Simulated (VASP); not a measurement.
Runs of VASP 6.6.1 on As. The structure is that of space group P-3m1 (No. 164), or close to it. The cells are those of the table. 

| potentials or basis | cell | k mesh | cutoff (eV) | smearing | second run | gap on the mesh (eV) | largest force (eV/Å) |
| --- | --- | --- | --- | --- | --- | --- | --- |
| VASP PAW LDA potentials, release 64 (As_d) | a = 3.521, b = 3.521, c = 28.000 Å, angles 90.0, 90.0, 120.0°, 2 atoms | 9 × 9 × 1 | 520 | gaussian 0.02 eV | valence_matched | 1.47 | 0.10 |
| VASP PAW LDA potentials, release 64 (As) | a = 3.443, b = 3.443, c = 28.000 Å, angles 90.0, 90.0, 120.0°, 2 atoms | 6 × 6 × 1 | 400 | gaussian 0.1 eV | - | (a) | (b) |
| VASP PAW LDA potentials, release 64 (As) | a = 3.521, b = 3.521, c = 28.000 Å, angles 90.0, 90.0, 120.0°, 2 atoms | 6 × 6 × 1 | 400 | gaussian 0.1 eV | - | 1.47 | 0.13 |
| VASP PAW LDA potentials, release 64 (As_d) | a = 3.514, b = 3.514, c = 28.000 Å, angles 90.0, 90.0, 120.0°, 2 atoms | 9 × 9 × 1 | 520 | gaussian 0.02 eV | valence_matched | 1.43 | 0.06 |
| VASP PAW LDA potentials, release 64 (As) | a = 3.521, b = 3.521, c = 28.000 Å, angles 90.0, 90.0, 120.0°, 2 atoms | 9 × 9 × 1 | 520 | gaussian 0.02 eV | - | 1.47 | 0.17 |
| VASP PAW LDA potentials, release 64 (As) | a = 3.514, b = 3.514, c = 28.000 Å, angles 90.0, 90.0, 120.0°, 2 atoms | 9 × 9 × 1 | 520 | gaussian 0.02 eV | - | 1.43 | 0.13 |

Alike in all rows: task single point; level LDA; no spin polarisation.

Task: Estimate the missing entries.

Result: (a) 1.62; (b) 1.54.

A k mesh can miss the band edges, and the runs leave out spin-orbit coupling on As.

The runs don't all hold the same shells in valence.
